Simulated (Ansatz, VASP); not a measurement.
# One calculation of SiGeO4, two programs

```xyz
12
Lattice="5.4661 0.0000 0.0000 -2.7331 4.7338 0.0000 0.0000 0.0000 8.9224" Properties=species:S:1:pos:R:3 pbc="T T T"
Si    0.0000    3.1559    8.3650
Si    2.7331    1.5779    3.9038
Ge    2.7331    1.5779    0.5568
Ge    0.0000    3.1559    5.0181
O    -1.3197    2.3939    8.9036
O     1.3197    2.3939    8.9036
O     0.0000    4.6797    8.9036
O     0.0000    3.1559    6.7487
O     2.7331    1.5779    2.2875
O     2.7331    0.0541    4.4424
O     1.4134    2.3398    4.4424
O     4.0527    2.3398    4.4424
```

Alike in both runs: functional PBE; k mesh 6 × 6 × 4; occupations gaussian, width 0.02 eV; no spin polarisation.

Ansatz relaxed the structure, and its values are those at the end. VASP's run is a single point on that final structure, the one shown.

|  | VASP | Ansatz |
| --- | --- | --- |
| version | VASP 6.6.1 | Ansatz 0.2.0 |
| potentials or method | VASP PAW PBE potentials, release 64 (Si, Ge_d, O), cutoff 520 eV | scalar-relativistic, plane waves, PAW |
| valence electrons in the cell | 84 | 84 |

Ansatz gave:

* gap on the k mesh at the Fermi level (eV): 4.04
* least direct gap on the mesh (eV): 4.04
* pressure (GPa): 0.0
* rms of the force components (eV/Å): 0.001

Q: Which values does VASP return?

A: gap on the k mesh at the Fermi level (eV): 4.03; least direct gap on the mesh (eV): 4.03; pressure (GPa): -0.2; rms of the force components (eV/Å): 0.047.
